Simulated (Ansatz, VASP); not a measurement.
## BaS in VASP and in Ansatz

```
Ba S
1.0
     0.00000    3.21490    3.21490
     3.21490    0.00000    3.21490
     3.21490    3.21490    0.00000
Ba S
1 1
Direct
  0.00000 0.00000 0.00000
  0.50000 0.50000 0.50000
```

Change from the starting cell: volume scaled by 1.02.

Alike in both runs: task single point; functional PBEsol; k mesh 8 × 8 × 8; occupations fermi-dirac, width 0.02 eV; no spin polarisation.

```csv
,VASP,Ansatz
version,VASP 6.6.1,Ansatz 0.2.0
potentials or method,"VASP PAW PBE potentials, release 64 (Ba_sv, S), cutoff 520 eV","all-electron LAPW, scalar-relativistic"
```

```tsv
	VASP	Ansatz	Ansatz less VASP
gap on the k mesh at the Fermi level (eV)	2.02	2.11	+0.095
pressure (GPa)	-1.4	-1.9	-0.57
```

VASP's potentials were made for PBE, not for PBEsol. Ansatz ran all-electron here, and VASP with PAW potentials.

Spin-orbit coupling is off throughout.
